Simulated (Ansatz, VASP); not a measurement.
**ZnO in VASP and in Ansatz**

```
Zn O
1.0
     2.64617    0.00000    0.00000
     0.00000    2.64617    0.00000
     0.00000    0.00000    2.64617
Zn O
1 1
Direct
  0.00000 0.00000 0.00000
  0.50000 0.50000 0.50000
```

Alike in both runs: task single point; functional PBE-based screened hybrid; k mesh 4 × 4 × 4; occupations fermi-dirac, width 0.02 eV; no spin polarisation.

|  | VASP | Ansatz |
| --- | --- | --- |
| version | VASP 6.6.1 | Ansatz 0.2.0 |
| potentials or method | VASP PAW PBE potentials, release 64 (Zn, O) | plane waves |
| plane-wave cutoff (eV) | 520 | 420 |
| valence electrons in the cell | 18 | 18 |

Ansatz gave:

```
gap on the k mesh at the Fermi level (eV) : 1.21
pressure (GPa)                            : -1.4
```

Question: Estimate VASP's values.

Answer: gap on the k mesh at the Fermi level (eV): 1.18; pressure (GPa): -0.4.

VASP's potentials were made for PBE, not for PBE-based screened hybrid. With one functional, cell and mesh, what is left measures potentials, basis and numerics. Ansatz's warnings: stress exchange threshold loose, stress scf threshold loose.

The k mesh is coarse, so the values compare programs but aren't converged.
